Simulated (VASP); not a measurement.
# Sb (P2_1/m) in VASP: further runs

The runs below take Sb through electric field gradients, density of states, with PBE.

Program: VASP 6.6.1. These are calculated values, not measurements. Logs are shortened: lines on timing, memory, paths and dates and some standing lists are left out, and cuts for length are marked.

**1. The cell of the first run**

The structure is monoclinic, space group P2_1/m (No. 11). The conventional cell has a = 3.122 Å, b = 4.348 Å, c = 4.406 Å, α = 90.00°, β = 90.51°, γ = 90.00°. Within 4.0 Å of Sb (site symmetry m) lie 6 Sb at 3.04 to 3.15 Å.

**2. Electric field gradients, PBE**

Contents of INCAR:

```
PREC     = Accurate       # precision mode
ENCUT    = 400            # plane-wave cutoff, eV
EDIFF    = 1E-8           # SCF threshold, eV
ISMEAR   = -1             # smearing method
SIGMA    = 0.05           # smearing width, eV
LREAL    = F              # projectors in reciprocal space
LASPH    = T              # aspherical terms in the spheres
NELM     = 120            # most SCF steps
ALGO     = Normal         # electronic algorithm
ISIF     = 2              # what is computed and relaxed
LWAVE    = F              # write WAVECAR
LCHARG   = F              # write CHGCAR
GGA      = PE             # functional
LEFG     = T            
NBANDS   = 12             # bands
GGA_COMPAT= F
```

Contents of KPOINTS:

```
regular mesh
0
Gamma
  9 6 6
```

Contents of POSCAR:

```
Sb
1.0
    3.1224020000      0.0000000000      0.0000000000
    0.0000000000      4.3475180000      0.0000000000
   -0.0389150000      0.0000000000      4.4058520000
Sb
2
Direct
    0.0113890000      0.2500000000      0.2411660000
    0.9886110000      0.7500000000      0.7588340000
```

Potentials or basis: VASP PAW PBE potentials, release 64 (Sb).

The run is started by

```bash
$ cat potpaw_PBE.64/Sb/POTCAR > POTCAR
$ mpirun -np 1 vasp_std > vasp.out
```

OUTCAR:

```text
PREC = Accurate
   ENCUT = 400
   EDIFF = 1E-8
   ISMEAR = -1
   LREAL = F
   LASPH = T
   NELM = 120
   ISIF = 2
   GGA = PE

 ion  position               nearest neighbor table
   1  0.011  0.250  0.241-   2 3.04   2 3.04   2 3.15   2 3.15
   2  0.989  0.750  0.759-   1 3.04   1 3.04   1 3.15   1 3.15

  LATTYP: Found a simple monoclinic cell.
 ALAT       =     3.1224020000
 B/A-ratio  =     1.3923633152
 C/A-ratio  =     1.4111007668
 COS(beta)  =    -0.0088322263

  Lattice vectors:

 A1 = (   3.1224020000,   0.0000000000,   0.0000000000)
 A2 = (   0.0000000000,   4.3475180000,   0.0000000000)
 A3 = (  -0.0389150000,   0.0000000000,   4.4058520000)

Analysis of symmetry for initial positions (statically):
=====================================================================
 Subroutine PRICEL returns:
 Original cell was already a primitive cell.

 Routine SETGRP: Setting up the symmetry group for a
 simple monoclinic supercell.

 Subroutine GETGRP returns: Found  4 space group operations
 (whereof  2 operations were pure point group operations)
 out of a pool of  4 trial point group operations.

The static configuration has the point symmetry S_2 .
 The point group associated with its full space group is C_2h.

Analysis of symmetry for dynamics (positions and initial velocities):
=====================================================================
 Subroutine PRICEL returns:
 Original cell was already a primitive cell.

 Routine SETGRP: Setting up the symmetry group for a
 simple monoclinic supercell.

 Subroutine GETGRP returns: Found  4 space group operations
 (whereof  2 operations were pure point group operations)
 out of a pool of  4 trial point group operations.

The dynamic configuration has the point symmetry S_2 .
 The point group associated with its full space group is C_2h.

 Subroutine INISYM returns: Found  4 space group operations
 (whereof  2 operations are pure point group operations),
 and found     1 'primitive' translations

----------------------------------------------------------------------------------------

                                     Primitive cell

  volume of cell :      59.8081

  direct lattice vectors                    reciprocal lattice vectors
     3.122402000  0.000000000  0.000000000     0.320266257  0.000000000  0.002828774
     0.000000000  4.347518000  0.000000000     0.000000000  0.230016299  0.000000000
    -0.038915000  0.000000000  4.405852000     0.000000000  0.000000000  0.226970856

  length of vectors
     3.122402000  4.347518000  4.406023856     0.320278749  0.230016299  0.226970856

  position of ions in fractional coordinates (direct lattice)
     0.011389000  0.250000000  0.241166000
     0.988611000  0.750000000  0.758834000

  ion indices of the primitive-cell ions
   primitive index   ion index
                 1           1
                 2           2

----------------------------------------------------------------------------------------

 KPOINTS: regular mesh

Automatic generation of k-mesh.
 Grid dimensions read from file:
 generate k-points for:    9    6    6

 Generating k-lattice:

  Cartesian coordinates                     Fractional coordinates (reciprocal lattice)
     0.035585140  0.000000000  0.000314308     0.111111111  0.000000000  0.000000000
     0.000000000  0.038336050  0.000000000     0.000000000  0.166666667  0.000000000
     0.000000000  0.000000000  0.037828476     0.000000000  0.000000000  0.166666667

  Length of vectors
     0.035586528  0.038336050  0.037828476

  Shift w.r.t. Gamma in fractional coordinates (k-lattice)
     0.000000000  0.000000000  0.000000000

[... 35 lines left out ...]
   dimension x,y,z NGX =    20 NGY =   28 NGZ =   30
   dimension x,y,z NGXF=    40 NGYF=   56 NGZF=   60
   ions per type =               2
   NGX,Y,Z   is equivalent  to a cutoff of  10.65, 10.71, 11.32 a.u.
   NGXF,Y,Z  is equivalent  to a cutoff of  21.30, 21.41, 22.64 a.u.
 SYSTEM =  unknown system
   PREC   = accura    normal or accurate (medium, high low for compatibility)
   ISTART =      0    job   : 0-new  1-cont  2-samecut
   ICHARG =      2    charge: 1-file 2-atom 10-const
   ISPIN  =      1    spin polarized calculation?
   LNONCOLLINEAR =      F non collinear calculations
   LSORBIT =      F    spin-orbit coupling
   LASPH  =      T    aspherical Exc in radial PAW
   ENCUT  =  400.0 eV  29.40 Ry    5.42 a.u.   5.09  7.09  7.19*2*pi/ulx,y,z
   NELM   =    120;   NELMIN=  2; NELMDL= -5     # of ELM steps
   EDIFF  = 0.1E-07   stopping-criterion for ELM
   LREAL  =      F    real-space projection
   EDIFFG = 0.1E-06   stopping-criterion for IOM
   NSW    =      0    number of steps for IOM
   IBRION =     -1    ionic relax: 0-MD 1-quasi-New 2-CG
   NFREE  =      0    steps in history (QN), initial steepest desc. (CG)
   ISIF   =      2    stress and relaxation
   ISYM   =      2    0-nonsym 1-usesym 2-fastsym
   POTIM  = 0.5000    time-step for ionic-motion
   TEBEG  =    0.0;   TEEND  =   0.0 temperature during run
   PSTRESS=    0.0 pullay stress
   NELECT =      10.0000    total number of electrons
   NUPDOWN=      -1.0000    fix difference up-down
   EMIN   =  10.00;   EMAX   =-10.00  energy-range for DOS
   EFERMI =   0.00;   METHOD = LEGACY
   ISMEAR =    -1;   SIGMA  =   0.05  broadening in eV -4-tet -1-fermi 0-gaus
   EFERMI_NEDOS =   21; number of points for ismear=-14 and -15
   IALGO  =     38    algorithm
   IMIX   =      4    mixing-type and parameters
     AMIX     =   0.40;   BMIX     =  1.00
     AMIX_MAG =   1.60;   BMIX_MAG =  1.00
  volume/ion in A,a.u.               =      29.90       201.80
  Fermi-wavevector in a.u.,A,eV,Ry     =   0.901893  1.704330 11.067117  0.813410
  Thomas-Fermi vector in A             =   2.025029
   LORBIT       =      0    0 simple, 1 ext, 2 COOP (PROOUT), +10 PAW based schemes
   GGA     = PE    functional components
   LHFCALC =     F    Hartree Fock is set to
   AEXX    =    0.0000 exact exchange contribution
   IVDW    =     0    specifies the selected vdW correction
   LEPSILON=     F    determine dielectric tensor
   LRPA    =     F    only Hartree local field effects (RPA)
 non-spin polarized calculation
  energy-cutoff  :      400.00
  volume of cell :       59.81
 maximum number of plane-waves:      1103
   NGX = 11   NGY = 15   NGZ = 15

 number of electron      10.0000000 magnetization

 Free energy of the ion-electron system (eV)
  ---------------------------------------------------
  ext. energy  EPLUGINS =         0.00000000
  ---------------------------------------------------
  free energy    TOTEN  =        -8.17005897 eV

  energy without entropy =       -8.15701557  energy(sigma->0) =       -8.16353727

 E-fermi :   7.2335     XC(G=0):  -9.6145

 val. band max:        7.2237066236   @ k =   0.4444   0.3333   0.1667
 cond. band min:       7.2542991690   @ k =  -0.1111   0.3333   0.1667
 fundamental gap:      0.0305925454
 Fermi energy:         7.2334776600

 k-point     1 :       0.0000    0.0000    0.0000
  band No.  band energies     occupation
      1      -5.2744      2.00000
      2      -0.2103      2.00000
      3       3.5310      2.00000
      4       3.6624      2.00000
      5       9.2347      0.00000
      6      10.1987      0.00000
      7      10.4252      0.00000
      8      10.5585      0.00000
      9      13.7980      0.00000
     10      14.0890      0.00000
     11      14.4105      0.00000
     12      15.3806      0.00000
[... 331 lines left out ...]
 k-point    24 :       0.3333    0.0000    0.1667
  band No.  band energies     occupation
      1      -3.6147      2.00000
      2       0.5987      2.00000
      3       3.5233      2.00000
      4       5.1649      2.00000
      5       5.3614      2.00000
      6       7.3263      0.27043
      7      10.5226      0.00000
      8      10.7178      0.00000
      9      11.6228      0.00000
     10      13.2608      0.00000
     11      13.5619      0.00000
     12      16.7049      0.00000

 [... further k-points ...]

------------------------ aborting loop because EDIFF is reached ----------------------------------------

  FORCE on cell =-STRESS in cart. coord.  units (eV):
  Direction    XX          YY          ZZ          XY          YZ          ZX
  --------------------------------------------------------------------------------------
  -------------------------------------------------------------------------------------
  Total        0.2523984      0.0511854      0.1521376      0.0000000      0.0000000      0.0296405
  in kB        6.7614075      1.3711866      4.0755568      0.0000000      0.0000000      0.7940272
  external PRESSURE =       4.0693836 kB  Pullay stress =       0.0000000 kB

 VOLUME and BASIS-vectors are now :
 -----------------------------------------------------------------------------
  energy-cutoff  :      400.00
  volume of cell :       59.81
      direct lattice vectors                 reciprocal lattice vectors
     3.122402000  0.000000000  0.000000000     0.320266257  0.000000000  0.002828774
     0.000000000  4.347518000  0.000000000     0.000000000  0.230016299  0.000000000
    -0.038915000  0.000000000  4.405852000     0.000000000  0.000000000  0.226970856

 POSITION                                       TOTAL-FORCE (eV/Angst)
 -----------------------------------------------------------------------------------
      0.02618      1.08688      1.06254        -0.027717     -0.000000      0.054672
      3.05731      3.26064      3.34331         0.027717      0.000000     -0.054672
 -----------------------------------------------------------------------------------
    total drift:                                0.000000      0.000000     -0.000000

  FREE ENERGIE OF THE ION-ELECTRON SYSTEM (eV)
  ---------------------------------------------------
  free  energy   TOTEN  =        -8.1700589668 eV

  energy  without entropy=       -8.1570155738  energy(sigma->0) =       -8.16353727

 Electric field gradients (V/A^2)
---------------------------------------------------------------------
 ion       V_xx      V_yy      V_zz      V_xy      V_xz      V_yz
---------------------------------------------------------------------
   1       0.084    -2.604     2.520     0.000    -2.249    -0.000
   2       0.084    -2.604     2.520    -0.000    -2.249     0.000
---------------------------------------------------------------------

 Electric field gradients after diagonalization (V/A^2)
 (convention: |V_zz| > |V_xx| > |V_yy|)
----------------------------------------------------------------------
 ion       V_xx      V_yy      V_zz     asymmetry (V_yy - V_xx)/ V_zz
----------------------------------------------------------------------
   1      -2.604    -1.256     3.859       0.349
   2      -2.604    -1.256     3.859       0.349
----------------------------------------------------------------------

           NMR quadrupolar parameters

 Cq : quadrupolar parameter    Cq=e*Q*V_zz/h
 eta: asymmetry parameters     (V_yy - V_xx)/ V_zz
 Q  : nuclear electric quadrupole moment in mb (millibarn)
----------------------------------------------------------------------
 ion       Cq(MHz)       eta       Q (mb)
----------------------------------------------------------------------
   1       0.009       0.349       1.000
   2       0.009       0.349       1.000
----------------------------------------------------------------------
```

It used 27 s of CPU time on 1 thread of AMD EPYC 7R13 Processor (Zen 3), with other jobs on the host.

Results:

- Free energy: -8.1701 eV
- Pressure: 0.4 GPa
- Largest force: 0.061 eV/Å
- Band gap on the k mesh: zero (band 5 reaches 12.22 eV, above the bottom of band 6 at 3.89 eV)

Forces in eV/Å, atoms in the order of the input:
```
Sb  -0.028  0.000  0.055
Sb   0.028  0.000 -0.055
```

Levels at points of the mesh, in eV from the Fermi level:
```
           k point  band 2  band 3  band 4  band 5  band 6  band 7  band 8  band 9
(0.00, 0.00, 0.00)   -7.44   -3.70   -3.57    2.00    2.97    3.19    3.33    6.56
(0.00, 0.50, 0.00)  -10.71   -1.56   -1.56   -0.97   -0.97    4.65    4.65    8.04
(0.00, 0.00, 0.50)  -10.53   -1.65   -1.13   -1.00   -0.85    4.43    4.81    7.71
(0.00, 0.50, 0.50)  -10.06   -5.69   -5.69    4.98    4.98    5.25    5.25    8.84
```

Electric field gradients, principal values (V/Å²):
| atom | least | middle | greatest (by size) |
| --- | --- | --- | --- |
| 1 Sb | -1.256 | -2.604 | 3.859 |
| 2 Sb | -1.256 | -2.604 | 3.859 |

Caveat: without QUAD_EFG the Cq values of the log hold for a quadrupole moment of 1 mb, not for the nuclei; spin-orbit coupling is left out, which moves the levels of the heavy elements.

**3. Density of states, PBE**

POSCAR is that of step 2.

Contents of INCAR.step1:

```
SYSTEM = Sb
  ALGO = Normal
  EDIFF = 1E-6
  ENCUT = 400
  GGA = PE
  GGA_COMPAT = .FALSE.
  ISIF = 2
  ISMEAR = -1
  LASPH = .TRUE.
  LCHARG = .TRUE.
  LORBIT = 11
  LREAL = .FALSE.
  LWAVE = .FALSE.
  NBANDS = 12
  NEDOS = 2001
  NELM = 120
  PREC = Accurate
  SIGMA = 0.05
```

Contents of KPOINTS.step1:

```
k-points
0
G
  9 6 6
  0 0 0
```

Contents of INCAR.step2:

```
SYSTEM = Sb
  ALGO = Normal
  EDIFF = 1E-6
  ENCUT = 400
  GGA = PE
  GGA_COMPAT = .FALSE.
  ICHARG = 11
  ISIF = 2
  ISMEAR = -5
  LASPH = .TRUE.
  LCHARG = .FALSE.
  LORBIT = 11
  LREAL = .FALSE.
  LWAVE = .FALSE.
  NEDOS = 1001
  NELM = 120
  PREC = Accurate
  SIGMA = 0.05
```

Contents of KPOINTS.step2:

```
k-points
0
G
  14 9 9
  0 0 0
```

Potentials or basis: VASP PAW PBE potentials, release 64 (Sb).

The run is started by

```bash
$ cat potpaw_PBE.64/Sb/POTCAR > POTCAR
$ cp INCAR.step1 INCAR
$ cp KPOINTS.step1 KPOINTS
$ mpirun -np 1 vasp_std > vasp.out
$ cp INCAR.step2 INCAR
$ cp KPOINTS.step2 KPOINTS
$ mpirun -np 1 vasp_std > vasp.out
```

OUTCAR:

```text
SYSTEM = Sb
   EDIFF = 1E-6
   ENCUT = 400
   GGA = PE
   ICHARG = 11
   ISIF = 2
   ISMEAR = -5
   LASPH = .TRUE.
   LORBIT = 11
   LREAL = .FALSE.
   NELM = 120
   PREC = Accurate

 ion  position               nearest neighbor table
   1  0.011  0.250  0.241-   2 3.04   2 3.04   2 3.15   2 3.15
   2  0.989  0.750  0.759-   1 3.04   1 3.04   1 3.15   1 3.15

  LATTYP: Found a simple monoclinic cell.
 ALAT       =     3.1224020000
 B/A-ratio  =     1.3923633152
 C/A-ratio  =     1.4111007668
 COS(beta)  =    -0.0088322263

  Lattice vectors:

[... 483 lines left out ...]
  -------------------------------------------------------------------------------------
  Total        0.3654942      0.0753160      0.0369789      0.0000000      0.0000000      0.0312813
  in kB        9.7910876      2.0176132      0.9906147      0.0000000      0.0000000      0.8379837
  external PRESSURE =       4.2664385 kB  Pullay stress =       0.0000000 kB

 VOLUME and BASIS-vectors are now :
 -----------------------------------------------------------------------------
  energy-cutoff  :      400.00
  volume of cell :       59.81
      direct lattice vectors                 reciprocal lattice vectors
     3.122402000  0.000000000  0.000000000     0.320266257  0.000000000  0.002828774
     0.000000000  4.347518000  0.000000000     0.000000000  0.230016299  0.000000000
    -0.038915000  0.000000000  4.405852000     0.000000000  0.000000000  0.226970856

 POSITION                                       TOTAL-FORCE (eV/Angst)
 -----------------------------------------------------------------------------------
      0.02618      1.08688      1.06254        -0.028424     -0.000000      0.035184
      3.05731      3.26064      3.34331         0.028424      0.000000     -0.035184
 -----------------------------------------------------------------------------------
    total drift:                                0.000000      0.000000     -0.000000

  FREE ENERGIE OF THE ION-ELECTRON SYSTEM (eV)
  ---------------------------------------------------
  free  energy   TOTEN  =        -8.1847395457 eV

  energy  without entropy=       -8.1847395457  energy(sigma->0) =       -8.18473955

 total charge

# of ion       s       p       d       tot
------------------------------------------
    1        1.214   1.121   0.036   2.370
    2        1.214   1.121   0.036   2.370
--------------------------------------------------
tot          2.428   2.241   0.072   4.741
```

OUTCAR.step1:

```text
SYSTEM = Sb
   EDIFF = 1E-6
   ENCUT = 400
   GGA = PE
   ISIF = 2
   ISMEAR = -1
   LASPH = .TRUE.
   LORBIT = 11
[... 588 lines left out ...]
    total drift:                                0.000000      0.000000     -0.000000

  FREE ENERGIE OF THE ION-ELECTRON SYSTEM (eV)
  ---------------------------------------------------
  free  energy   TOTEN  =        -8.1700588864 eV

  energy  without entropy=       -8.1570154729  energy(sigma->0) =       -8.16353718

 total charge

# of ion       s       p       d       tot
------------------------------------------
    1        1.215   1.118   0.036   2.369
    2        1.215   1.118   0.036   2.369
--------------------------------------------------
tot          2.430   2.236   0.072   4.739
```

OSZICAR.step1:

```text
N       E                     dE             d eps       ncg     rms          rms(c)
DAV:   1     0.249013673598E+02    0.24901E+02   -0.29403E+03  2688   0.523E+02
DAV:   2    -0.688785791825E+01   -0.31789E+02   -0.30668E+02  3592   0.926E+01
DAV:   3    -0.815191290582E+01   -0.12641E+01   -0.12451E+01  3280   0.203E+01
DAV:   4    -0.816181351338E+01   -0.99006E-02   -0.98980E-02  3084   0.222E+00
DAV:   5    -0.816193704211E+01   -0.12353E-03   -0.12353E-03  3212   0.257E-01    0.275E+00
DAV:   6    -0.816669662892E+01   -0.47596E-02   -0.13657E-03  3072   0.253E-01    0.163E+00
DAV:   7    -0.816992469817E+01   -0.32281E-02   -0.30968E-03  2948   0.376E-01    0.845E-02
DAV:   8    -0.817005127850E+01   -0.12658E-03   -0.13631E-04  3252   0.777E-02    0.117E-02
DAV:   9    -0.817005774486E+01   -0.64664E-05   -0.72617E-06  3004   0.164E-02    0.291E-03
DAV:  10    -0.817005878444E+01   -0.10396E-05   -0.96500E-07  2676   0.536E-03    0.780E-04
DAV:  11    -0.817005888644E+01   -0.10199E-06   -0.12344E-07  1556   0.217E-03
   1 F= -.81700589E+01 E0= -.81635372E+01  d E =-.130434E-01
```

It took 80 s on 1 thread of AMD EPYC 7R13 (Zen 3), shared host; peak memory 0.19 GiB.

What came out:

| Item | Value |
| --- | --- |
| Valence electrons inside the program's atomic spheres | Sb 2.37 |

Levels at points of the mesh, in eV from the Fermi level:
```
           k point  band 1  band 2  band 3  band 4  band 5  band 6  band 7  band 8  band 9
(0.00, 0.00, 0.00)  -12.41   -7.34   -3.60   -3.47    2.10    3.06    3.29    3.42    6.70
(0.50, 0.00, 0.00)  -10.07   -5.60   -4.55   -1.75   -1.62   -1.55    4.51    4.80    4.82
```

Caveat: spin-orbit coupling is left out, which moves the levels of the heavy elements; tetrahedron occupations give inexact forces and stress in metals.
